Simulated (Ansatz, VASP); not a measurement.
TePb in VASP and in Ansatz

The input INCAR:

```
  PREC = Accurate
  ENCUT = 520
  EDIFF = 1E-6
  ISMEAR = 0
  SIGMA = 0.05
  LREAL = F
  LASPH = T
  NELM = 100
  ALGO = Normal
  ISIF = 2
  LWAVE = F
  LCHARG = F
  NBANDS = 17
```

KPOINTS

```
regular mesh
0
Gamma
  10 10 8
```

The input POSCAR:

```
TePb
1.0
    4.4559662328      0.0000000000      0.0000000000
   -2.2279831164      3.8589799560      0.0000000000
    0.0000000000      0.0000000000      4.1892026525
Pb Te
1 1
Direct
    0.0000000000      0.0000000000      0.0000000000
    0.6666666667      0.3333333333      0.5000000000
```

Input for Ansatz:

```yaml
crystal:
  lattice:
    - [4.4559662328, 0.0, 0.0]
    - [-2.2279831164, 3.858979956, 0.0]
    - [0.0, 0.0, 4.1892026525]
  atoms:
    - { symbol: Pb, position: [0.0, 0.0, 0.0] }
    - { symbol: Te, position: [0.6666666667, 0.3333333333, 0.5] }
basis:
  ecutwfc: 420
  ecutrho_ratio: 4
kpoints:
  mp_grid: { grid: [10, 10, 8] }
hamiltonian:
  xc: lda
scf:
  occupations: { method: gaussian, width: 0.05 }
output:
  forces: true
  stress: true
  eigenvalues: true
  populations: true
```

Alike in both runs: task single point; functional LDA; k mesh 10 × 10 × 8; occupations gaussian, width 0.05 eV; no spin polarisation.

```csv
,VASP,Ansatz
version,VASP 6.6.1,Ansatz 0.2.0
potentials or method,"VASP PAW LDA potentials, release 64 (Pb_d, Te), cutoff 520 eV","scalar-relativistic, plane waves, PAW"
valence electrons in the cell,20,30
```

```csv
,VASP,Ansatz,Ansatz less VASP
gap on the k mesh at the Fermi level (eV),none,none,-
pressure (GPa),-3.4,-3.4,-0.03
"traceless stress, the component that is largest in VASP (GPa)",-0.40,-0.44,-0.035
```

LDA's correlation is that of Perdew and Zunger in VASP and of Perdew and Wang (1992) in Ansatz. A gap of «none» marks a metal or a gap that the smearing closes. VASP's potentials hold 20 valence electrons a cell and Ansatz's 30, so a difference there can come from the potentials and not from the codes.

Spin-orbit coupling is off throughout.
